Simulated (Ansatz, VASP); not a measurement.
TiO2: VASP beside Ansatz

POSCAR

```
TiO2
1.0
    4.5964475641      0.0000000000      0.0000000000
    0.0000000000      4.5964475641      0.0000000000
    0.0000000000      0.0000000000      2.9540545192
Ti O
2 4
Direct
    0.5000000000      0.5000000000      0.0000000000
    0.0000000000      0.0000000000      0.5000000000
    0.6953609388      0.6953609388      0.5000000000
    0.8046390612      0.1953609388      0.0000000000
    0.1953609388      0.8046390612      0.0000000000
    0.3046390612      0.3046390612      0.5000000000
```

The input INCAR.step1:

```
SYSTEM = TiO2
ALGO = Normal
EDIFF = 1E-4
ENCUT = 520
GGA = PE
ISMEAR = 0
LASPH = .True.
LCHARG = .False.
LREAL = .False.
LWAVE = .True.
NBANDS = 33
NELM = 60
PREC = Accurate
SIGMA = 0.02
```

The input INCAR.step2:

```
SYSTEM = TiO2
ALGO = Normal
EDIFF = 1E-6
ENCUT = 520
ISIF = 2
ISMEAR = 0
ISTART = 1
LASPH = .True.
LCHARG = .True.
LELF = .True.
LMIXTAU = .True.
LREAL = .False.
LVHAR = .True.
LWAVE = .False.
METAGGA = R2SCAN
NBANDS = 33
NELM = 60
PREC = Accurate
SIGMA = 0.02
```

The input KPOINTS:

```
k-points
0
Gamma
  6 6 10
  0 0 0
```

Input for Ansatz:

```yaml
crystal:
  lattice:
    - [4.5964475641, 0.0, 0.0]
    - [0.0, 4.5964475641, 0.0]
    - [0.0, 0.0, 2.9540545192]
  atoms:
    - { symbol: Ti, position: [0.5, 0.5, 0.0] }
    - { symbol: Ti, position: [0.0, 0.0, 0.5] }
    - { symbol: O, position: [0.6953609388, 0.6953609388, 0.5] }
    - { symbol: O, position: [0.8046390612, 0.1953609388, 0.0] }
    - { symbol: O, position: [0.1953609388, 0.8046390612, 0.0] }
    - { symbol: O, position: [0.3046390612, 0.3046390612, 0.5] }
basis:
  ecutwfc: 500
kpoints:
  mp_grid: { grid: [6, 6, 10] }
  band_path: { path: [VBM, CBM], npoints: 2 }
hamiltonian:
  xc: r2scan
scf:
  occupations: { method: gaussian, width: 0.02 }
output:
  forces: true
  stress: true
  eigenvalues: true
checkpoint:
  read: start.run
  write: ck
  compress: false
  write_wavefunctions: false
  write_every: 100000
```

Alike in both runs: task single point; functional r2SCAN; k mesh 6 × 6 × 10; occupations gaussian, width 0.02 eV; no spin polarisation.

```csv
,VASP,Ansatz
version,VASP 6.6.1,Ansatz 0.2.0
potentials or method,"VASP PAW PBE potentials, release 64 (Ti_sv, O), cutoff 520 eV","scalar-relativistic, plane waves, PAW"
valence electrons in the cell,48,48
```

```tsv
	VASP	Ansatz	Ansatz less VASP
gap on the k mesh at the Fermi level (eV)	2.23	2.22	-0.009
least direct gap on the mesh (eV)	2.23	2.22	-0.009
pressure (GPa)	1.3	0.0	-1.28
traceless stress, the component that is largest in VASP (GPa)	0.43	-0.04	-0.465
rms of the force components (eV/Å)	0.018	0.002	-0.0158
```

VASP's potentials were made for PBE, not for r2SCAN. Atom by atom the forces differ by 0.016 eV/Å (rms over components). The functional is the same, so the differences come from potentials, cutoffs and numerics.
